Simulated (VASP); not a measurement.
# As: relaxation of shape and atoms at fixed volume with PBE+D3(BJ)

The system is As.

```xyz
2
Lattice="1.9184 1.1076 3.4710 -1.9184 1.1076 3.4710 0.0000 -2.2152 3.4710" Properties=species:S:1:pos:R:3 pbc="T T T"
As    0.0000    0.0000    8.0286
As    0.0000    0.0000    2.3843
```

```
Program                : VASP 6.6.1
Task                   : relaxation of shape and atoms at fixed volume
Functional             : PBE
Dispersion             : D3(BJ)
Potentials or basis    : VASP PAW PBE potentials, release 64 (As)
Cutoff                 : 600 eV
k mesh                 : 12 × 12 × 12
Occupations            : gaussian, width 0.1 eV
Spin                   : no spin polarisation
Dipole correction      : no
Further INCAR settings : ALGO = Normal; EDIFF = 1e-06; IBRION = 2; EDIFFG = -0.01; NSW = 50; ISIF = 4
```

```json
{
  "Energy gained by relaxing": "1.1 meV/atom",
  "Ionic steps": "6",
  "Pressure after relaxing": "-2.4 GPa",
  "Band gap on the k mesh": "zero (bands 5 and 6 overlap by 0.29 eV)",
  "Dispersion energy per atom": "-0.408 eV"
}
```

Step by step:
```csv
step,energy change (eV),largest force (eV/Å),pressure (GPa),volume (Å³)
1,0.0000,0.1211,-3.10,44.25
2,-0.0014,0.0429,-2.80,44.25
3,-0.0018,0.0243,-2.54,44.25
4,-0.0018,0.0321,-2.51,44.25
5,-0.0022,0.0145,-2.43,44.25
6,-0.0023,0.0004,-2.37,44.25
```

Final structure:
```xyz
2
Lattice="1.9075 1.1013 3.5106 -1.9075 1.1013 3.5106 0.0000 -2.2026 3.5106" Properties=species:S:1:pos:R:3 pbc="T T T"
As    0.0000    0.0000    8.1315
As    0.0000    0.0000    2.4004
```

Levels at points of the mesh, in eV from the Fermi level:
```
           k point  band 3  band 4  band 5  band 6  band 7  band 8
(0.00, 0.00, 0.00)   -2.35   -1.92   -1.92    1.82    2.94    2.94
(0.50, 0.00, 0.00)   -2.60   -2.55   -0.33   -0.29    0.38    1.26
(0.50, 0.50, 0.00)   -5.86   -4.06   -3.96    1.67    5.33    6.64
(0.50, 0.50, 0.50)   -1.63   -1.63   -0.66    0.71    0.71    1.67
```

It took 85 s on 1 thread of Intel(R) Xeon(R) 6975P-C (Granite Rapids), with other jobs on the host, peak memory 0.27 GiB.
